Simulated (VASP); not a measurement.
# PbO2 (Fm-3m) in VASP: further runs

PbO2 is run at these levels: HSE06, PBEsol; tasks: single point.

Everything below comes from runs of VASP 6.6.1. Logs are shortened: lines on timing, memory, paths and dates and some standing lists are left out, and cuts for length are marked.

## (1) The cell of the first run

The structure is cubic, space group Fm-3m (No. 225). Conventional cell: a = 5.404 Å, b = 5.404 Å, c = 5.404 Å, α = 90.00°, β = 90.00°, γ = 90.00°. Within 3.1 Å of Pb (site symmetry m-3m) lie 8 O at 2.34 Å. Within 3.1 Å of O (site symmetry -43m) lie 4 Pb at 2.34 Å and 6 O at 2.70 Å.

## (2) Single point, HSE06

Contents of POSCAR:

```
PbO2
1.0
    0.0000000000      2.7019920000      2.7019920000
    2.7019920000      0.0000000000      2.7019920000
    2.7019920000      2.7019920000      0.0000000000
Pb O
1 2
Direct
    0.0000000000      0.0000000000      0.0000000000
    0.7500000000      0.7500000000      0.7500000000
    0.2500000000      0.2500000000      0.2500000000
```

Contents of INCAR.step1:

```
SYSTEM = PbO2
PREC     = Accurate       ! precision mode
ENCUT    = 520            ! plane-wave cutoff, eV
EDIFF    = 1E-5           ! SCF threshold, eV
ISMEAR   = -1             ! smearing method
SIGMA    = 0.05           ! smearing width, eV
LREAL    = .FALSE.        ! projectors in reciprocal space
LASPH    = .TRUE.         ! aspherical terms in the spheres
NELM     = 80             ! most SCF steps
ALGO     = Normal         ! electronic algorithm
ISIF     = 2              ! what is computed and relaxed
LWAVE    = .TRUE.         ! write WAVECAR
LCHARG   = .FALSE.        ! write CHGCAR
GGA      = PE             ! functional
NBANDS   = 20             ! bands
```

Contents of INCAR.step2:

```
SYSTEM = PbO2
PREC     = Accurate       ! precision mode
ENCUT    = 520            ! plane-wave cutoff, eV
EDIFF    = 1E-6           ! SCF threshold, eV
ISMEAR   = -1             ! smearing method
SIGMA    = 0.05           ! smearing width, eV
LREAL    = .FALSE.        ! projectors in reciprocal space
LASPH    = .TRUE.         ! aspherical terms in the spheres
NELM     = 80             ! most SCF steps
ALGO     = Normal         ! electronic algorithm
ISIF     = 2              ! what is computed and relaxed
LWAVE    = .FALSE.        ! write WAVECAR
LCHARG   = .FALSE.        ! write CHGCAR
GGA      = PE             ! functional
LHFCALC  = .TRUE.         ! exact exchange
HFSCREEN = 0.2079         ! screening, 1/A
PRECFOCK = Normal       
ISTART   = 1            
NBANDS   = 20             ! bands
```

Contents of KPOINTS:

```
regular mesh
0
G
  6 6 6
  0 0 0
```

Potentials or basis: VASP PAW PBE potentials, release 64 (Pb_d, O).

Launch:

```sh
$ cat potpaw_PBE.64/Pb_d/POTCAR potpaw_PBE.64/O/POTCAR > POTCAR
$ cp INCAR.step1 INCAR
$ mpirun -np 1 vasp_std > vasp.out
$ cp INCAR.step2 INCAR
$ mpirun -np 1 vasp_std > vasp.out
```

OUTCAR:

```text
SYSTEM = PbO2
   PREC = Accurate
   ENCUT = 520
   EDIFF = 1E-6
   ISMEAR = -1
   LREAL = .FALSE.
   LASPH = .TRUE.
   NELM = 80
   ISIF = 2
   GGA = PE
   LHFCALC = .TRUE.
   HFSCREEN = 0.2079
   PRECFOCK = Normal
   ISTART = 1

 ion  position               nearest neighbor table
   1  0.000  0.000  0.000-   2 2.34   2 2.34   2 2.34   3 2.34   3 2.34   3 2.34   3 2.34   2 2.34

   2  0.750  0.750  0.750-   1 2.34   1 2.34   1 2.34   1 2.34
   3  0.250  0.250  0.250-   1 2.34   1 2.34   1 2.34   1 2.34

  LATTYP: Found a face centered cubic cell.
 ALAT       =     5.4039840000

  Lattice vectors:

 A1 = (   0.0000000000,   2.7019920000,   2.7019920000)
 A2 = (   2.7019920000,   0.0000000000,   2.7019920000)
 A3 = (   2.7019920000,   2.7019920000,   0.0000000000)

Analysis of symmetry for initial positions (statically):
=====================================================================
 Subroutine PRICEL returns:
 Original cell was already a primitive cell.

 Routine SETGRP: Setting up the symmetry group for a
 face centered cubic supercell.

 Subroutine GETGRP returns: Found 48 space group operations
 (whereof 48 operations were pure point group operations)
 out of a pool of 48 trial point group operations.

The static configuration has the point symmetry O_h .

Analysis of symmetry for dynamics (positions and initial velocities):
=====================================================================
 Subroutine PRICEL returns:
 Original cell was already a primitive cell.

 Routine SETGRP: Setting up the symmetry group for a
 face centered cubic supercell.

 Subroutine GETGRP returns: Found 48 space group operations
 (whereof 48 operations were pure point group operations)
 out of a pool of 48 trial point group operations.

The dynamic configuration has the point symmetry O_h .

 Subroutine INISYM returns: Found 48 space group operations
 (whereof 48 operations are pure point group operations),
 and found     1 'primitive' translations

----------------------------------------------------------------------------------------

                                     Primitive cell

  volume of cell :      39.4532

  direct lattice vectors                    reciprocal lattice vectors
     0.000000000  2.701992000  2.701992000    -0.185048660  0.185048660  0.185048660
[... 83 lines left out ...]
   IBRION =     -1    ionic relax: 0-MD 1-quasi-New 2-CG
   NFREE  =      0    steps in history (QN), initial steepest desc. (CG)
   ISIF   =      2    stress and relaxation
   ISYM   =      3    0-nonsym 1-usesym 2-fastsym
   POTIM  = 0.5000    time-step for ionic-motion
   TEBEG  =    0.0;   TEEND  =   0.0 temperature during run
   PSTRESS=    0.0 pullay stress
   NELECT =      26.0000    total number of electrons
   NUPDOWN=      -1.0000    fix difference up-down
   EMIN   =  10.00;   EMAX   =-10.00  energy-range for DOS
   EFERMI =   0.00;   METHOD = LEGACY
   ISMEAR =    -1;   SIGMA  =   0.05  broadening in eV -4-tet -1-fermi 0-gaus
   EFERMI_NEDOS =   21; number of points for ismear=-14 and -15
   IALGO  =     38    algorithm
   IMIX   =      1    mixing-type and parameters
     AMIX     =   0.40;   BMIX     =  1.00
     AMIX_MAG =   1.60;   BMIX_MAG =  1.00
  volume/ion in A,a.u.               =      13.15        88.75
  Fermi-wavevector in a.u.,A,eV,Ry     =   1.424640  2.692180 27.614384  2.029600
  Thomas-Fermi vector in A             =   2.545110
   LORBIT       =      0    0 simple, 1 ext, 2 COOP (PROOUT), +10 PAW based schemes
   GGA     = PE    functional components
   LHFCALC =     T    Hartree Fock is set to
   PRECFOCK=normal    Normal, Fast or Accurate (Low or Medium for compatibility)
   ENCUT4O =  -1.0   cutoff for four orbital integrals eV
   NKREDX  =     1    reduce k-point grid by
   NKREDY  =     1    reduce k-point grid by
   NKREDZ  =     1    reduce k-point grid by
   AEXX    =    0.2500 exact exchange contribution
   HFSCREEN=    0.2079 screening length (either q_TF or 0.3 A-1)
   HFSCREENC=   0.2079 screening length for correlation (either q_TF or 0.3 A-1)
   ENCUTFOCK=  -1.0 apply spherical cutoff to Coloumb kernel
   IVDW    =     0    specifies the selected vdW correction
   LEPSILON=     F    determine dielectric tensor
   LRPA    =     F    only Hartree local field effects (RPA)
 non-spin polarized calculation
  energy-cutoff  :      520.00
  volume of cell :       39.45
 maximum number of plane-waves:      1073
  NGX = 24; NGY = 24; NGZ = 24

 number of electron      25.9999989 magnetization

 Free energy of the ion-electron system (eV)
  ---------------------------------------------------
  ext. energy  EPLUGINS =         0.00000000
  ---------------------------------------------------
  free energy    TOTEN  =       -19.84302808 eV

  energy without entropy =      -19.84132464  energy(sigma->0) =      -19.84217636

 E-fermi :   4.7664     XC(G=0):  -9.1513

 val. band max:        4.6437192084   @ k =  -0.3333   0.5000   0.1667
 cond. band min:       5.7548247036   @ k =   0.1667   0.1667   0.0000
 fundamental gap:      1.1111054953
 Fermi energy:         4.7664007792

 k-point     1 :       0.0000    0.0000    0.0000
  band No.  band energies     occupation
      1     -15.5818      2.00000
      2     -12.6788      2.00000
      3     -12.3824      2.00000
      4     -12.3824      2.00000
      5     -12.3824      2.00000
      6     -12.0963      2.00000
[... 357 lines left out ...]
     19      22.9530      0.00000
     20      23.3466      0.00000

------------------------ aborting loop because EDIFF is reached ----------------------------------------

  FORCE on cell =-STRESS in cart. coord.  units (eV):
  Direction    XX          YY          ZZ          XY          YZ          ZX
  --------------------------------------------------------------------------------------
  -------------------------------------------------------------------------------------
  Total       -2.7022440     -2.7022440     -2.7022440      0.0000000     -0.0000000      0.0000000
  in kB     -109.7369717   -109.7369717   -109.7369717      0.0000000     -0.0000000      0.0000000
  external PRESSURE =    -109.7369717 kB  Pullay stress =       0.0000000 kB

 VOLUME and BASIS-vectors are now :
 -----------------------------------------------------------------------------
  energy-cutoff  :      520.00
  volume of cell :       39.45
      direct lattice vectors                 reciprocal lattice vectors
     0.000000000  2.701992000  2.701992000    -0.185048660  0.185048660  0.185048660
     2.701992000  0.000000000  2.701992000     0.185048660 -0.185048660  0.185048660
     2.701992000  2.701992000  0.000000000     0.185048660  0.185048660 -0.185048660

 POSITION                                       TOTAL-FORCE (eV/Angst)
 -----------------------------------------------------------------------------------
      0.00000      0.00000      0.00000         0.000000      0.000000      0.000000
      4.05299      4.05299      4.05299        -0.000000     -0.000000     -0.000000
      1.35100      1.35100      1.35100         0.000000      0.000000      0.000000
 -----------------------------------------------------------------------------------
    total drift:                                0.000000      0.000001      0.000002

  FREE ENERGIE OF THE ION-ELECTRON SYSTEM (eV)
  ---------------------------------------------------
  free  energy   TOTEN  =       -19.8430280812 eV

  energy  without entropy=      -19.8413246425  energy(sigma->0) =      -19.84217636
```

It took 2.7 h on 1 thread of Oxide Virtual Turin-like, shared host; peak memory 0.26 GiB.

What came out:

- Free energy: -19.8430 eV
- Pressure: -11.0 GPa
- Band gap on the k mesh: zero (bands 13 and 14 overlap by 1.24 eV)

Levels at points of the mesh, in eV from the Fermi level:
| k point | band 11 | band 12 | band 13 | band 14 | band 15 | band 16 |
| --- | --- | --- | --- | --- | --- | --- |
| (0.00, 0.00, 0.00) | -1.98 | -1.36 | -1.36 | -1.36 | 8.34 | 8.34 |
| (0.50, 0.00, 0.00) | -3.09 | -1.67 | -1.67 | 3.69 | 8.56 | 11.12 |
| (0.50, 0.50, 0.00) | -0.40 | -0.26 | -0.26 | 2.77 | 7.52 | 10.87 |

Caveat: the cell stands under tension; the PAW data sets were made with another functional, which shifts forces and pressure a little; spin-orbit coupling is left out, which moves the levels of the heavy elements.

## (3) Single point, PBEsol, collinear spin, ferrimagnetic start

Contents of INCAR:

```
SYSTEM = PbO2
ALGO = Fast ; EDIFF = 1E-7
ENCUT = 520 ; GGA = PS
ISIF = 2 ; ISMEAR = 1
ISPIN = 2 ; ISYM = 0
LASPH = .TRUE. ; LCHARG = .TRUE.
LELF = .TRUE. ; LORBIT = 11
LREAL = .FALSE. ; LVHAR = .TRUE.
LWAVE = .FALSE. ; MAGMOM = -2 -1 4
NBANDS = 24 ; NELM = 150
PREC = Accurate ; SIGMA = 0.1
```

Contents of KPOINTS:

```
Automatic mesh
0
Gamma
  9 9 9
  0.5 0.5 0.5
```

POSCAR is that of step 2.

Potentials or basis: VASP PAW PBE potentials, release 64 (Pb_d, O).

Launch:

```sh
$ cat potpaw_PBE.64/Pb_d/POTCAR potpaw_PBE.64/O/POTCAR > POTCAR
$ mpirun -np 1 vasp_std > vasp.out
```

It took 1.7 h on 1 thread of Oxide Virtual Turin-like, shared host; peak memory 1.7 GiB.

It converged, with:

```
Free energy                                           : -16.7676 eV
Pressure                                              : -5.7 GPa
Band gap on the k mesh                                : zero (filled and empty bands overlap)
Net moment                                            : 0.00 μB per cell
Valence electrons inside the program's atomic spheres : Pb 11.70; O 4.91
```

Levels at points of the mesh, in eV from the Fermi level:
Spin up:
```csv
k point,band 10,band 11,band 12,band 13,band 14,band 15,band 16,band 17
"(0.50, 0.50, 0.50)",-2.78,-2.78,-1.40,-1.40,2.57,7.02,9.40,9.40
"(0.50, 0.00, 0.00)",-2.78,-2.78,-1.40,-1.40,2.57,7.02,9.40,9.40
"(0.00, 0.00, 0.50)",-2.78,-2.78,-1.40,-1.40,2.57,7.02,9.40,9.40
"(0.00, 0.50, 0.00)",-2.78,-2.78,-1.40,-1.40,2.57,7.02,9.40,9.40
```
Spin down:
```csv
k point,band 9,band 10,band 11,band 12,band 13,band 14,band 15,band 16,band 17,band 18
"(0.50, 0.50, 0.50)",-3.31,-2.78,-2.78,-1.40,-1.40,2.57,7.02,9.40,9.40,14.20
"(0.50, 0.00, 0.00)",-3.31,-2.78,-2.78,-1.40,-1.40,2.57,7.02,9.40,9.40,14.20
"(0.00, 0.00, 0.50)",-3.31,-2.78,-2.78,-1.40,-1.40,2.57,7.02,9.40,9.40,14.20
"(0.00, 0.50, 0.00)",-3.31,-2.78,-2.78,-1.40,-1.40,2.57,7.02,9.40,9.40,14.20
```

Caveat: the cell stands under tension; the PAW data sets were made with another functional, which shifts forces and pressure a little; spin-orbit coupling is left out, which moves the levels of the heavy elements.

The gap in the log of VASP goes by the Fermi energy; the results here count the filled bands.